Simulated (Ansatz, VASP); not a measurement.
One calculation of Se, two programs

INCAR

```
  PREC = Accurate
  ENCUT = 520
  EDIFF = 1E-8
  ISMEAR = -1
  SIGMA = 0.03
  LREAL = F
  LASPH = T
  NELM = 100
  ALGO = Normal
  ISIF = 2
  LWAVE = F
  LCHARG = F
  GGA = PE
  LEFG = T
  NBANDS = 16
```

File KPOINTS:

```
Automatic mesh
0
Gamma
  8 8 6
```

The input POSCAR:

```
Se
1.0
    4.4124811141      0.0000000000      0.0000000000
   -2.2062405570      3.8213207385      0.0000000000
    0.0000000000      0.0000000000      5.0145818112
Se
3
Direct
    0.2170000000      0.0000000000      0.1666666667
    0.0000000000      0.2170000000      0.8333333333
    0.7830000000      0.7830000000      0.5000000000
```

Input for Ansatz:

```yaml
crystal:
  lattice:
    - [4.4124811141, 0.0, 0.0]
    - [-2.206240557, 3.8213207385, 0.0]
    - [0.0, 0.0, 5.0145818112]
  atoms:
    - { symbol: Se, position: [0.217, 0.0, 0.1666666667] }
    - { symbol: Se, position: [0.0, 0.217, 0.8333333333] }
    - { symbol: Se, position: [0.783, 0.783, 0.5] }
kpoints:
  mp_grid: { grid: [8, 8, 6] }
scf:
  occupations: { method: fermi_dirac, width: 0.03 }
hamiltonian:
  xc: pbe
  pseudopotentials: { kind: paw }
output:
  forces: true
  stress: true
  eigenvalues: true
  efg: { contact_densities: true }
```

Change from the starting cell: volume scaled by 1.04, PAW files.

Alike in both runs: task electric field gradients; functional PBE; k mesh 8 × 8 × 6; occupations fermi-dirac, width 0.03 eV; no spin polarisation.

|  | VASP | Ansatz |
| --- | --- | --- |
| version | VASP 6.6.1 | Ansatz 0.2.0 |
| potentials or method | VASP PAW PBE potentials, release 64 (Se) | PAW with Ansatz's default frozen-core files, scalar-relativistic |
| plane-wave cutoff (eV) | 520 | 420 |
| valence electrons in the cell | 18 | 48 |

Ansatz gave:

| Item | Value |
| --- | --- |
| pressure (GPa) | 3.0 |
| traceless stress, the component that is largest in VASP (GPa) | 0.79 |
| rms of the force components (eV/Å) | 0.393 |
| size of Vzz on the site where it differs most (V/Å²) | 522.4 |

Question: What did VASP give for the same quantities?

Answer: Pressure (GPa): 3.1; traceless stress, the component that is largest in VASP (GPa): 0.84; rms of the force components (eV/Å): 0.414; size of Vzz on the site where it differs most (V/Å²): 504.3.

Atom by atom the forces differ by 0.021 eV/Å (rms over components). VASP's potentials hold 18 valence electrons a cell and Ansatz's 48, so a difference there can come from the potentials and not from the codes.
